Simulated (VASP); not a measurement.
A run of VASP 6.6.1 is set up as follows.

POSCAR

```
CdS
1.0
    8.3277842477     -0.0000000577      0.0000000000
   -4.1638920739      7.2120727445      0.0000000000
    0.0000000000      0.0000000000     13.5350132752
Cd S
16 16
Direct
    0.3333333334      0.1666666666      0.2500526156
    0.1666666666      0.3333333334      0.0000526156
    0.3333333334      0.1666666666      0.7500526156
    0.1666666666      0.3333333334      0.5000526156
    0.3333333334      0.6666666666      0.2500526156
    0.1666666666      0.8333333333      0.0000526156
    0.3333333334      0.6666666666      0.7500526156
    0.1666666666      0.8333333333      0.5000526156
    0.8333333333      0.1666666666      0.2500526156
    0.6666666666      0.3333333334      0.0000526156
    0.8333333333      0.1666666666      0.7500526156
    0.6666666666      0.3333333334      0.5000526156
    0.8333333333      0.6666666666      0.2500526156
    0.6666666666      0.8333333333      0.0000526156
    0.8333333333      0.6666666666      0.7500526156
    0.6666666666      0.8333333333      0.5000526156
    0.3333333334      0.1666666666      0.4384473844
    0.1666666666      0.3333333334      0.1884473844
    0.3333333334      0.1666666666      0.9384473844
    0.1666666666      0.3333333334      0.6884473844
    0.3333333334      0.6666666666      0.4384473844
    0.1666666666      0.8333333333      0.1884473844
    0.3333333334      0.6666666666      0.9384473844
    0.1666666666      0.8333333333      0.6884473844
    0.8333333333      0.1666666666      0.4384473844
    0.6666666666      0.3333333334      0.1884473844
    0.8333333333      0.1666666666      0.9384473844
    0.6666666666      0.3333333334      0.6884473844
    0.8333333333      0.6666666666      0.4384473844
    0.6666666666      0.8333333333      0.1884473844
    0.8333333333      0.6666666666      0.9384473844
    0.6666666666      0.8333333333      0.6884473844
```

The input INCAR.step1:

```
SYSTEM = CdS
PREC = Accurate
ENCUT = 400
EDIFF = 1E-5
ISMEAR = 0
SIGMA = 0.01
LREAL = Auto
LASPH = .True.
NELM = 120
ALGO = Normal
ISIF = 2
LWAVE = .True.
LCHARG = .False.
GGA = PE
NBANDS = 166
GGA_COMPAT = .False.
```

File INCAR.step2:

```
SYSTEM = CdS
PREC = Accurate
ENCUT = 400
EDIFF = 1E-6
ISMEAR = 0
SIGMA = 0.01
LREAL = Auto
LASPH = .True.
NELM = 120
ALGO = Normal
ISIF = 2
LWAVE = .False.
LCHARG = .False.
GGA = PE
LHFCALC = .True.
AEXX = 0.25
PRECFOCK = Fast
ISTART = 1
NBANDS = 166
GGA_COMPAT = .False.
```

The input KPOINTS:

```
Automatic mesh
0
Gamma
  1 1 1
  0 0 0
```

Potentials or basis: VASP PAW PBE potentials, release 64 (Cd, S).

Run with:

```sh
$ cat potpaw_PBE.64/Cd/POTCAR potpaw_PBE.64/S/POTCAR > POTCAR
$ cp INCAR.step1 INCAR
$ mpirun -np 1 vasp_gam > vasp.out
$ cp INCAR.step2 INCAR
$ mpirun -np 1 vasp_gam > vasp.out
```

Predict the largest force.

0.218 eV/Å.

Predict the pressure.

1.2 GPa.

Stress tensor (GPa, compression positive):
```
 2.51  0.00  0.00
 0.00  2.51  0.00
 0.00  0.00 -1.34
```

Caveat: the k points lie up to 0.87 Å⁻¹ apart; the PAW data sets were made with another functional, which shifts forces and pressure a little.
